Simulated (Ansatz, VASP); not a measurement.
# Al2Au in VASP and in Ansatz

```
Al Au
1.0
     0.00000    2.99602    2.99602
     2.99602    0.00000    2.99602
     2.99602    2.99602    0.00000
Al Au
2 1
Direct
  0.25000 0.25000 0.25000
  0.75000 0.75000 0.75000
  0.00000 0.00000 0.00000
```

Alike in both runs: functional PBE; dispersion D3(BJ); k mesh 12 × 12 × 12; occupations gaussian, width 0.1 eV; no spin polarisation.

Ansatz relaxed the structure, and its values are those at the end. VASP's run is a single point on that final structure, the one shown.

|  | VASP | Ansatz |
| --- | --- | --- |
| version | VASP 6.6.1 | Ansatz 0.2.0 |
| potentials or method | VASP PAW PBE potentials, release 64 (Al, Au), cutoff 520 eV | scalar-relativistic, plane waves, PAW |
| valence electrons in the cell | 17 | 25 |

VASP gave:

```
gap on the k mesh at the Fermi level (eV) : none
pressure (GPa)                            : -0.2
```

Problem. What did Ansatz give for the same quantities?

Solution. gap on the k mesh at the Fermi level (eV): none; pressure (GPa): 0.0.

A gap of «none» marks a metal or a gap that the smearing closes. VASP's potentials hold 17 valence electrons a cell and Ansatz's 25, so a difference there can come from the potentials and not from the codes.

Spin-orbit coupling is off throughout.
